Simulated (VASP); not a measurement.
Write the native input for VASP 6.6.1 that does the following.

```
Task                   : relaxation of cell and atoms
Functional             : PBE
Potentials or basis    : VASP PAW PBE potentials, release 64 (B, Ru_pv)
Cutoff                 : 600 eV
k mesh                 : 12 × 12 × 12
Occupations            : gaussian, width 0.1 eV
Spin                   : no spin polarisation
Dipole correction      : no
Further INCAR settings : ALGO = Normal; EDIFF = 1e-06; IBRION = 2; EDIFFG = -0.01; NSW = 100; ISIF = 3
```

The structure of B4Ru lies in POSCAR:

```
B4Ru
1.0
   -2.3623720175      2.3623720175      2.3623720175
    2.3623720175     -2.3623720175      2.3623720175
    2.3623720175      2.3623720175     -2.3623720175
B Ru
4 1
Direct
    0.5000000000      0.5000000000      0.5000000000
    0.5000000000      0.0000000000      0.0000000000
    0.0000000000      0.0000000000      0.5000000000
    0.0000000000      0.5000000000      0.0000000000
    0.0000000000      0.0000000000      0.0000000000
```

These files were run (other wordings do the same):

INCAR

```
SYSTEM = B4Ru
PREC     = Accurate       ! precision mode
ENCUT    = 600            ! plane-wave cutoff, eV
EDIFF    = 1E-6           ! SCF threshold, eV
ISMEAR   = 0              ! smearing method
SIGMA    = 0.1            ! smearing width, eV
LREAL    = .FALSE.        ! projectors in reciprocal space
LASPH    = .TRUE.         ! aspherical terms in the spheres
NELM     = 60             ! most SCF steps
ALGO     = Normal         ! electronic algorithm
ISIF     = 3              ! what is computed and relaxed
LWAVE    = .FALSE.        ! write WAVECAR
LCHARG   = .FALSE.        ! write CHGCAR
GGA      = PE             ! functional
IBRION   = 2              ! ionic algorithm
NSW      = 100            ! ionic steps
EDIFFG   = -0.01          ! ionic threshold
```

KPOINTS

```
Automatic mesh
0
G
  12 12 12
  0 0 0
```

Potentials or basis: VASP PAW PBE potentials, release 64 (B, Ru_pv).

The run is started by

```sh
$ cat potpaw_PBE.64/B/POTCAR potpaw_PBE.64/Ru_pv/POTCAR > POTCAR
$ mpirun -np 1 vasp_std > vasp.out
```

It gave:

```
Pressure after relaxing : 0.0 GPa
Band gap on the k mesh  : zero (band 13 reaches 8.45 eV, above the bottom of band 14 at 4.48 eV)
```

Caveat: the relaxation stopped at its first step, so nothing moved.

It took 75 s on 1 thread of Intel Xeon 6975P-C, on a shared host, peak memory 0.25 GiB.
